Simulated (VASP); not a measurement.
NaH: single point with HSE06

The system is NaH.

```xyz
2
Lattice="0.0000 2.3975 2.3975 2.3975 0.0000 2.3975 2.3975 2.3975 0.0000" Properties=species:S:1:pos:R:3 pbc="T T T"
Na    0.0000    0.0000    0.0000
H     2.3975    2.3975    2.3975
```

- Program: VASP 6.6.1
- Task: single point
- Functional: HSE06
- Potentials or basis: VASP PAW PBE potentials, release 64 (Na_pv, H)
- Cutoff: 520 eV
- k mesh: 4 × 4 × 4
- Occupations: gaussian, width 0.01 eV
- Spin: no spin polarisation
- Dipole correction: no
- Grid for exact exchange (PRECFOCK): Normal
- Further INCAR settings: ALGO = Normal; EDIFF = 1e-06; NBANDS = 11
- Screening parameter: 0.2079 1/Å

* Pressure: 0.2 GPa
* Band gap on the k mesh: 4.85 eV, indirect (least direct gap 5.81 eV)

Levels at points of the mesh, in eV from the valence-band top:
```
           k point  band 1  band 2  band 3  band 4  band 5  band 6  band 7  band 8
(0.00, 0.00, 0.00)  -24.35  -24.35  -24.35   -4.02   12.19   17.18   17.18   17.18
(0.50, 0.00, 0.00)  -24.45  -24.36  -24.36   -0.97    4.85   12.33   14.94   14.94
(0.50, 0.50, 0.00)  -24.43  -24.38  -24.38   -0.19    5.72   11.35   12.13   12.13
```

It took 3.5 min on 1 thread of Intel Xeon 8259CL, on a shared host, peak memory 0.25 GiB.

Caveat: the k points lie up to 0.57 Å⁻¹ apart; the PAW data sets were made with another functional, which shifts forces and pressure a little. A k mesh can miss the band edges.
